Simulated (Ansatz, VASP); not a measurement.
Two plane-wave programs on BiTe

File INCAR:

```
  ALGO = Normal
  EDIFF = 1E-6
  ENCUT = 520
  GGA = PE
  ISIF = 2
  ISMEAR = 0
  LASPH = True
  LCHARG = False
  LREAL = False
  LWAVE = False
  NBANDS = 18
  NELM = 100
  PREC = Accurate
  SIGMA = 0.15
```

Contents of KPOINTS:

```
k-points
0
Gamma
  12 12 12
```

File POSCAR:

```
BiTe
1.0
    2.5438431614      1.4686885340      3.3172919545
   -2.5438431614      1.4686885340      3.3172919545
    0.0000000000     -2.9373770681      3.3172919545
Bi Te
1 1
Direct
    0.5000000000      0.5000000000      0.5000000000
    0.0000000000      0.0000000000      0.0000000000
```

Input for Ansatz:

```yaml
crystal:
  lattice:
    - [2.5438431614, 1.468688534, 3.3172919545]
    - [-2.5438431614, 1.468688534, 3.3172919545]
    - [0.0, -2.9373770681, 3.3172919545]
  atoms:
    - { symbol: Bi, position: [0.5, 0.5, 0.5] }
    - { symbol: Te, position: [0.0, 0.0, 0.0] }
basis:
  ecutwfc: 420
kpoints:
  mp_grid: { grid: [12, 12, 12] }
hamiltonian:
  xc: pbe
scf:
  occupations: { method: gaussian, width: 0.15 }
output:
  forces: true
  stress: true
  eigenvalues: true
```

Change from the starting cell: strain +0.050 along x and y, +0.000 along z, atoms carried along.

Alike in both runs: task single point; functional PBE; k mesh 12 × 12 × 12; occupations gaussian, width 0.15 eV; no spin polarisation.

|  | VASP | Ansatz |
| --- | --- | --- |
| version | VASP 6.6.1 | Ansatz 0.2.0 |
| potentials or method | VASP PAW PBE potentials, release 64 (Bi_d, Te), cutoff 520 eV | scalar-relativistic, plane waves, PAW |
| valence electrons in the cell | 21 | 31 |

VASP gave:

| Item | Value |
| --- | --- |
| gap on the k mesh at the Fermi level (eV) | none |
| pressure (GPa) | -4.2 |
| traceless stress, the component that is largest in VASP (GPa) | 1.52 |

Question: Estimate Ansatz's values.

Answer: gap on the k mesh at the Fermi level (eV): none; pressure (GPa): -4.1; traceless stress, the component that is largest in VASP (GPa): 1.52.

A gap of «none» marks a metal or a gap that the smearing closes. VASP's potentials hold 21 valence electrons a cell and Ansatz's 31, so a difference there can come from the potentials and not from the codes.

Neither program's run includes spin-orbit coupling.
